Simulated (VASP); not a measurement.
# NaCl (Pm-3m) in VASP: settings compared, part 2 of 2

VASP 6.6.1. Earlier steps stand in the parts before.

### 4 Single point, PBE0

This run uses another cell than the first one, of 21.48 Å³/atom.

POSCAR reads:

```
NaCl
1.0
    3.5021900000      0.0000000000      0.0000000000
    0.0000000000      3.5021900000      0.0000000000
    0.0000000000      0.0000000000      3.5021900000
Cl Na
1 1
Direct
    0.5000000000      0.5000000000      0.5000000000
    0.0000000000      0.0000000000      0.0000000000
```

INCAR.step1 reads:

```
SYSTEM = NaCl
PREC = Accurate ; ENCUT = 520
EDIFF = 1E-5 ; ISMEAR = -1
SIGMA = 0.05 ; LREAL = .FALSE.
LASPH = .TRUE. ; NELM = 60
ALGO = Normal ; ISIF = 2
LWAVE = .TRUE. ; LCHARG = .FALSE.
NBANDS = 14 ; GGA = PE
```

INCAR.step2 reads:

```
SYSTEM = NaCl
PREC = Accurate ; ENCUT = 520
EDIFF = 1E-6 ; ISMEAR = -1
SIGMA = 0.05 ; LREAL = .FALSE.
LASPH = .TRUE. ; NELM = 60
ALGO = Normal ; ISIF = 2
LWAVE = .FALSE. ; LCHARG = .FALSE.
GGA = PE ; LHFCALC = .TRUE.
AEXX = 0.25 ; PRECFOCK = Normal
NBANDS = 14 ; ISTART = 1
```

KPOINTS reads:

```
Automatic mesh
0
G
  6 6 6
  0 0 0
```

Potentials or basis: VASP PAW PBE potentials, release 64 (Cl, Na_pv).

Started as:

```bash
cat potpaw_PBE.64/Cl/POTCAR potpaw_PBE.64/Na_pv/POTCAR > POTCAR
cp INCAR.step1 INCAR
mpirun -np 1 vasp_std > vasp.out
cp INCAR.step2 INCAR
mpirun -np 1 vasp_std > vasp.out
```

OUTCAR:

```text
SYSTEM = NaCl
   PREC = Accurate
   ENCUT = 520
   EDIFF = 1E-6
   ISMEAR = -1
   LREAL = .FALSE.
   LASPH = .TRUE.
   NELM = 60
   ISIF = 2
   GGA = PE
   LHFCALC = .TRUE.
   AEXX = 0.25
   PRECFOCK = Normal
   ISTART = 1

 ion  position               nearest neighbor table
   1  0.500  0.500  0.500-
   2  0.000  0.000  0.000-

  LATTYP: Found a simple cubic cell.
 ALAT       =     3.5021900000

  Lattice vectors:

 A1 = (   3.5021900000,   0.0000000000,   0.0000000000)
 A2 = (   0.0000000000,   3.5021900000,   0.0000000000)
 A3 = (   0.0000000000,   0.0000000000,   3.5021900000)

Analysis of symmetry for initial positions (statically):
=====================================================================
 Subroutine PRICEL returns:
 Original cell was already a primitive cell.

 Routine SETGRP: Setting up the symmetry group for a
 simple cubic supercell.

 Subroutine GETGRP returns: Found 48 space group operations
 (whereof 48 operations were pure point group operations)
 out of a pool of 48 trial point group operations.

The static configuration has the point symmetry O_h .

Analysis of symmetry for dynamics (positions and initial velocities):
=====================================================================
 Subroutine PRICEL returns:
 Original cell was already a primitive cell.

 Routine SETGRP: Setting up the symmetry group for a
 simple cubic supercell.

 Subroutine GETGRP returns: Found 48 space group operations
 (whereof 48 operations were pure point group operations)
 out of a pool of 48 trial point group operations.

The dynamic configuration has the point symmetry O_h .

 Subroutine INISYM returns: Found 48 space group operations
 (whereof 48 operations are pure point group operations),
 and found     1 'primitive' translations

----------------------------------------------------------------------------------------

                                     Primitive cell

  volume of cell :      42.9555

  direct lattice vectors                    reciprocal lattice vectors
     3.502190000  0.000000000  0.000000000     0.285535622  0.000000000  0.000000000
     0.000000000  3.502190000  0.000000000     0.000000000  0.285535622  0.000000000
     0.000000000  0.000000000  3.502190000     0.000000000  0.000000000  0.285535622

  length of vectors
     3.502190000  3.502190000  3.502190000     0.285535622  0.285535622  0.285535622

  position of ions in fractional coordinates (direct lattice)
     0.500000000  0.500000000  0.500000000
     0.000000000  0.000000000  0.000000000

  ion indices of the primitive-cell ions
   primitive index   ion index
                 1           1
                 2           2

----------------------------------------------------------------------------------------

 KPOINTS: Automatic mesh

Automatic generation of k-mesh.
 Grid dimensions read from file:
 generate k-points for:    6    6    6

 Generating k-lattice:

  Cartesian coordinates                     Fractional coordinates (reciprocal lattice)
     0.047589270  0.000000000  0.000000000     0.166666667  0.000000000  0.000000000
[... 41 lines left out ...]
   ions per type =               1   1
   NGX,Y,Z   is equivalent  to a cutoff of  13.29, 13.29, 13.29 a.u.
   NGXF,Y,Z  is equivalent  to a cutoff of  26.58, 26.58, 26.58 a.u.
 SYSTEM =  NaCl
   PREC   = accura    normal or accurate (medium, high low for compatibility)
   ISTART =      1    job   : 0-new  1-cont  2-samecut
   ICHARG =      0    charge: 1-file 2-atom 10-const
   ISPIN  =      1    spin polarized calculation?
   LNONCOLLINEAR =      F non collinear calculations
   LSORBIT =      F    spin-orbit coupling
   LASPH  =      T    aspherical Exc in radial PAW
   ENCUT  =  520.0 eV  38.22 Ry    6.18 a.u.   6.51  6.51  6.51*2*pi/ulx,y,z
   NELM   =     60;   NELMIN=  2; NELMDL=  0     # of ELM steps
   EDIFF  = 0.1E-05   stopping-criterion for ELM
   LREAL  =      F    real-space projection
   EDIFFG = 0.1E-04   stopping-criterion for IOM
   NSW    =      0    number of steps for IOM
   IBRION =     -1    ionic relax: 0-MD 1-quasi-New 2-CG
   NFREE  =      0    steps in history (QN), initial steepest desc. (CG)
   ISIF   =      2    stress and relaxation
   ISYM   =      3    0-nonsym 1-usesym 2-fastsym
   POTIM  = 0.5000    time-step for ionic-motion
   TEBEG  =    0.0;   TEEND  =   0.0 temperature during run
   PSTRESS=    0.0 pullay stress
   NELECT =      14.0000    total number of electrons
   NUPDOWN=      -1.0000    fix difference up-down
   EMIN   =  10.00;   EMAX   =-10.00  energy-range for DOS
   EFERMI =   0.00;   METHOD = LEGACY
   ISMEAR =    -1;   SIGMA  =   0.05  broadening in eV -4-tet -1-fermi 0-gaus
   EFERMI_NEDOS =   21; number of points for ismear=-14 and -15
   IALGO  =     38    algorithm
   IMIX   =      1    mixing-type and parameters
     AMIX     =   0.40;   BMIX     =  1.00
     AMIX_MAG =   1.60;   BMIX_MAG =  1.00
  volume/ion in A,a.u.               =      21.48       144.94
  Fermi-wavevector in a.u.,A,eV,Ry     =   1.126621  2.129005 17.269530  1.269275
  Thomas-Fermi vector in A             =   2.263304
   LORBIT       =      0    0 simple, 1 ext, 2 COOP (PROOUT), +10 PAW based schemes
   GGA     = PE    functional components
   LHFCALC =     T    Hartree Fock is set to
   PRECFOCK=normal    Normal, Fast or Accurate (Low or Medium for compatibility)
   ENCUT4O =  -1.0   cutoff for four orbital integrals eV
   NKREDX  =     1    reduce k-point grid by
   NKREDY  =     1    reduce k-point grid by
   NKREDZ  =     1    reduce k-point grid by
   AEXX    =    0.2500 exact exchange contribution
   HFSCREEN=    0.0000 screening length (either q_TF or 0.3 A-1)
   HFSCREENC=   0.0000 screening length for correlation (either q_TF or 0.3 A-1)
   ENCUTFOCK=  -1.0 apply spherical cutoff to Coloumb kernel
   IVDW    =     0    specifies the selected vdW correction
   LEPSILON=     F    determine dielectric tensor
   LRPA    =     F    only Hartree local field effects (RPA)
 non-spin polarized calculation
  energy-cutoff  :      520.00
  volume of cell :       42.96
 maximum number of plane-waves:      1189
 NGX is ok and might be reduce to    28
  NGX = 20; NGY = 20; NGZ = 20

 number of electron      13.9999982 magnetization

 Free energy of the ion-electron system (eV)
  ---------------------------------------------------
  ext. energy  EPLUGINS =         0.00000000
  ---------------------------------------------------
  free energy    TOTEN  =        -8.08285812 eV

  energy without entropy =       -8.08285812  energy(sigma->0) =       -8.08285812

 E-fermi :   0.1206     XC(G=0):  -6.6329

 val. band max:       -0.9029567192   @ k =   0.5000   0.5000   0.0000
 cond. band min:       5.1068038793   @ k =   0.0000   0.0000   0.0000
 fundamental gap:      6.0097605985
 Fermi energy:         0.1206150910

 k-point     1 :       0.0000    0.0000    0.0000
  band No.  band energies     occupation
      1     -25.1432      2.00000
      2     -25.1432      2.00000
      3     -25.1432      2.00000
      4     -15.5694      2.00000
      5      -1.4347      2.00000
      6      -1.4347      2.00000
      7      -1.4347      2.00000
      8       5.1068      0.00000
      9       9.7643      0.00000
     10       9.7643      0.00000
     11      17.2684      0.00000
     12      17.2685      0.00000
     13      17.2685      0.00000
     14      17.5845      0.00000
[... 309 lines left out ...]
      1     -25.1673      2.00000
      2     -25.1673      2.00000
      3     -25.1673      2.00000
      4     -14.5957      2.00000
      5      -2.9152      2.00000
      6      -2.9152      2.00000
      7      -2.9152      2.00000
      8       8.2764      0.00000
      9       8.2764      0.00000
     10       8.2764      0.00000
     11      13.1475      0.00000
     12      17.5168      0.00000
     13      17.5168      0.00000
     14      17.5168      0.00000

------------------------ aborting loop because EDIFF is reached ----------------------------------------

  FORCE on cell =-STRESS in cart. coord.  units (eV):
  Direction    XX          YY          ZZ          XY          YZ          ZX
  --------------------------------------------------------------------------------------
  -------------------------------------------------------------------------------------
  Total       -0.1504894     -0.1504894     -0.1504894      0.0000000     -0.0000000      0.0000000
  in kB       -5.6130317     -5.6130317     -5.6130317      0.0000000     -0.0000000      0.0000000
  external PRESSURE =      -5.6130317 kB  Pullay stress =       0.0000000 kB

 VOLUME and BASIS-vectors are now :
 -----------------------------------------------------------------------------
  energy-cutoff  :      520.00
  volume of cell :       42.96
      direct lattice vectors                 reciprocal lattice vectors
     3.502190000  0.000000000  0.000000000     0.285535622  0.000000000  0.000000000
     0.000000000  3.502190000  0.000000000     0.000000000  0.285535622  0.000000000
     0.000000000  0.000000000  3.502190000     0.000000000  0.000000000  0.285535622

 POSITION                                       TOTAL-FORCE (eV/Angst)
 -----------------------------------------------------------------------------------
      1.75110      1.75110      1.75110         0.000000      0.000000      0.000000
      0.00000      0.00000      0.00000         0.000000      0.000000      0.000000
 -----------------------------------------------------------------------------------
    total drift:                                0.000000      0.000000      0.000000

  FREE ENERGIE OF THE ION-ELECTRON SYSTEM (eV)
  ---------------------------------------------------
  free  energy   TOTEN  =        -8.0828581210 eV

  energy  without entropy=       -8.0828581209  energy(sigma->0) =       -8.08285812
```

Wall time 20 min (1 thread of AMD EPYC 7R43 (Zen 3), shared host); peak memory 0.14 GiB.

What came out:

```
Free energy            : -8.0829 eV
Pressure               : -0.6 GPa
Band gap on the k mesh : 6.01 eV (least direct gap 6.54 eV)
```

Caveat: the PAW data sets were made with another functional, which shifts forces and pressure a little.

### 5 The runs side by side

| task | level | cell | k mesh | cutoff (eV) | screening parameter | gap on the mesh (eV) | pressure (GPa) |
| --- | --- | --- | --- | --- | --- | --- | --- |
| single point | PBEsol-based screened hybrid with 25 % exact exchange | a = 3.442 Å, 2 atoms | 4 × 4 × 4 | 520 | 0.207 1/Å | 5.35 | 0.0 |
| relaxation of cell and atoms | PBEsol-based screened hybrid with 25 % exact exchange | relaxed from a = 3.502 Å, 2 atoms | 4 × 4 × 4 | 600 | 0.207 1/Å | 5.34 | 0.0 |
| single point | PBE0 | a = 3.502 Å, 2 atoms | 6 × 6 × 6 | 520 | - | 6.01 | -0.6 |

Alike in all rows: potentials or basis VASP PAW PBE potentials, release 64 (Cl, Na_pv); no spin polarisation; smearing fermi-dirac 0.05 eV.

Caveats: some runs use coarse meshes; the PAW data sets were made with another functional, which shifts forces and pressure a little.

Total energies depend on the potentials used, so only differences within one code and one set of settings carry meaning.
